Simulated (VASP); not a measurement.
The system is AlN.

```
CELL_PARAMETERS angstrom
3.11300 0.00000 0.00000
-1.55650 2.69594 0.00000
0.00000 0.00000 4.98100
ATOMIC_POSITIONS crystal
Al 0.33333 0.66667 0.99902
Al 0.66667 0.33333 0.49902
N 0.33333 0.66667 0.38098
N 0.66667 0.33333 0.88098
```

Base run:

| Property | Result |
| --- | --- |
| Program | VASP 6.6.1 |
| Functional | r2SCAN |
| Potentials or basis | VASP PAW PBE potentials, release 64 (Al, N) |
| Cutoff | 520 eV |
| k mesh | 11 × 11 × 6 |
| Occupations | fermi-dirac, width 0.02 eV |
| Spin | no spin polarisation |

Its results: band gap on the k mesh 4.87 eV, direct; pressure -1.4 GPa; largest force 0.006 eV/Å.

The run is repeated on the same cell with these changes: functional from r2SCAN to LDA; potentials or basis from VASP PAW PBE potentials, release 64 (Al, N) to VASP PAW LDA potentials, release 64 (Al, N). What comes out?

Band gap on the k mesh 4.22 eV, direct; pressure -4.1 GPa; largest force 0.006 eV/Å.

Caveats: the PAW data sets were made with another functional, which shifts forces and pressure a little (some runs).

A k mesh can miss the band edges.
